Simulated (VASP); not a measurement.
A run of VASP 6.6.1 is set up as follows.

File INCAR:

```
SYSTEM = Au
PREC = Accurate
ENCUT = 600
EDIFF = 1E-6
ISMEAR = -1
SIGMA = 0.05
LREAL = .FALSE.
LASPH = .TRUE.
NELM = 80
ALGO = Normal
ISIF = 3
LWAVE = .FALSE.
LCHARG = .FALSE.
GGA = PE
IBRION = 2
NSW = 60
EDIFFG = -0.005
```

Contents of KPOINTS:

```
regular mesh
0
G
  18 18 18
  0 0 0
```

File POSCAR:

```
Au
1.0
    0.0000000000      2.0782718017      2.0782718017
    2.0782718017      0.0000000000      2.0782718017
    2.0782718017      2.0782718017      0.0000000000
Au
1
Direct
    0.0000000000      0.0000000000      0.0000000000
```

Potentials or basis: VASP PAW PBE potentials, release 64 (Au).

Launch:

```console
$ cat potpaw_PBE.64/Au/POTCAR > POTCAR
$ mpirun -np 1 vasp_std > vasp.out
```

Problem. What does it give for the band gap on the k mesh?

Solution. Zero (an odd number of electrons rules out a gap without spin polarisation).

Final structure:
```
CELL_PARAMETERS angstrom
0.00000 2.07827 2.07827
2.07827 0.00000 2.07827
2.07827 2.07827 0.00000
ATOMIC_POSITIONS crystal
Au 0.00000 0.00000 0.00000
```

Caveat: the relaxation stopped at its first step, so nothing moved; spin-orbit coupling is left out, which moves the levels of the heavy elements.
